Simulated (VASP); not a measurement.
Crystal: Co.

```
Co
1.0
     2.47200    0.00000    0.00000
    -1.23600    2.14081    0.00000
     0.00000    0.00000    4.02114
Co
2
Direct
  0.66667 0.33333 0.75000
  0.33333 0.66667 0.25000
```

```yaml
Program: VASP 6.6.1
Task: relaxation of cell and atoms
Functional: PBEsol
Dispersion: D3(BJ)
Potentials_or_basis: VASP PAW PBE potentials, release 64 (Co)
Cutoff: 600 eV
k_mesh: 12 × 12 × 7
Occupations: fermi-dirac, width 0.05 eV
Spin: collinear spin, ferromagnetic start
Starting_moments: "[2.0, 2.0] μB"
```

At the start: pressure -12.6 GPa; volume 10.64 Å³/atom.

Q: Where does the relaxation end?

A: Over 5 steps the energy falls by 24.9 meV/atom and the volume is 10.05 Å³/atom (-5.6 %); space group P6_3/mmc (No. 194, to 0.1 Å) before and after; moment 3.03 μB per cell.

Step by step:
```
step  energy change (eV)  largest force (eV/Å)  pressure (GPa)  volume (Å³)
   1              0.0000                0.0000          -12.55        21.28
   2              0.0278                0.0000           20.82        18.81
   3             -0.0496                0.0000           -0.15        20.11
   4             -0.0496                0.0000            0.06        20.09
   5             -0.0498                0.0000            0.05        20.10
```

Final structure:
```
Co
1.0
     2.43163    0.00000    0.00000
    -1.21581    2.10585    0.00000
     0.00000    0.00000    3.92478
Co
2
Direct
  0.66667 0.33333 0.75000
  0.33333 0.66667 0.25000
```

Caveat: the PAW data sets were made with another functional, which shifts forces and pressure a little.
